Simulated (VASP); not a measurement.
Crystal: CdCl3.

```
Cd Cl
1.0
     2.54296    1.46818    5.59698
    -2.54296    1.46818    5.59698
     0.00000   -2.93636    5.59698
Cd Cl
1 3
Direct
  0.00000 0.00000 0.00000
  0.21883 0.21883 0.21883
  0.78117 0.78117 0.78117
  0.50000 0.50000 0.50000
```

The cell was generated, and may not be a known phase.

| Property | Result |
| --- | --- |
| Program | VASP 6.6.1 |
| Task | relaxation of cell and atoms |
| Functional | PBE |
| Potentials or basis | VASP PAW PBE potentials, release 64 (Cd, Cl) |
| Cutoff | 600 eV |
| k mesh | 6 × 6 × 6 |
| Occupations | gaussian, width 0.1 eV |
| Spin | no spin polarisation |

At the start: pressure -3.9 GPa; volume 31.34 Å³/atom.

Q: Where does the relaxation end?

A: Over 39 steps the energy falls by 736.5 meV/atom and the volume is 27.57 Å³/atom (-12.0 %); space group R-3m (No. 166, to 0.1 Å) before and after.

The path:
```csv
step,energy change (eV),largest force (eV/Å),pressure (GPa),volume (Å³)
1,0.0000,0.9882,-3.87,125.38
2,-0.4449,1.2399,-3.28,112.10
3,-0.9498,1.8442,8.24,77.65
4,-1.0050,1.7013,1.91,88.10
5,-1.0228,1.7638,3.65,84.45
6,-1.2940,1.3842,4.06,81.78
7,-1.4358,0.2855,7.16,75.91
8,-1.4624,0.5938,6.02,77.42
9,-1.6298,0.4021,1.32,83.79
10,-1.6481,0.3319,-0.50,87.30
11,-1.6482,0.3355,-0.39,87.06
12,-1.6697,0.3540,-0.37,87.08
13,-1.7513,0.3818,-0.21,87.11
14,-1.9482,0.2806,0.58,86.97
15,-2.1553,0.4467,4.43,85.93
16,-2.1627,0.4677,4.43,86.17
17,-2.1812,0.5350,4.45,86.90
18,-2.2008,0.6930,4.57,88.33
19,-2.1645,1.0865,5.22,91.04
20,-2.1971,0.8019,4.73,89.08
21,-2.2298,0.7614,4.11,90.18
22,-2.3070,0.6453,2.43,93.52
23,-2.3792,0.4341,-0.20,100.40
24,-2.3826,0.3809,-0.76,102.30
25,-2.4035,0.3752,-0.74,102.49
26,-2.4645,0.3481,-0.72,103.01
27,-2.5756,0.2499,-0.68,103.81
28,-2.7317,0.1005,-0.80,104.49
29,-2.6478,1.1415,-1.84,102.49
30,-2.7577,0.4311,-1.15,104.37
31,-2.8148,0.1482,1.42,98.72
32,-2.8148,0.1468,1.43,98.70
33,-2.8625,0.0795,1.55,99.74
34,-2.8647,0.1696,2.53,101.49
35,-2.8944,0.0811,2.10,100.95
36,-2.9015,0.4694,-1.38,111.12
37,-2.9262,0.2247,0.10,106.29
38,-2.9359,0.1664,0.06,107.44
39,-2.9461,0.0299,-0.03,110.28
```

Final structure:
```cif
data_structure
_symmetry_space_group_name_H-M 'P 1'
_symmetry_Int_Tables_number 1
_cell_length_a 8.7924
_cell_length_b 8.7924
_cell_length_c 8.7924
_cell_angle_alpha 25.425
_cell_angle_beta 25.425
_cell_angle_gamma 25.425
_cell_volume 110.28
loop_
_atom_site_label
_atom_site_type_symbol
_atom_site_fract_x
_atom_site_fract_y
_atom_site_fract_z
_atom_site_occupancy
Cd1 Cd 0.00000 0.00000 0.00000 1
Cl1 Cl 0.27658 0.27658 0.27658 1
Cl2 Cl 0.72342 0.72342 0.72342 1
Cl3 Cl 0.50000 0.50000 0.50000 1
```

Caveat: a cell axis changed by over 15 % at a fixed basis, so the end point is rough; an odd number of electrons without spin polarisation forces a metal; a magnetic or distorted state may lie lower.
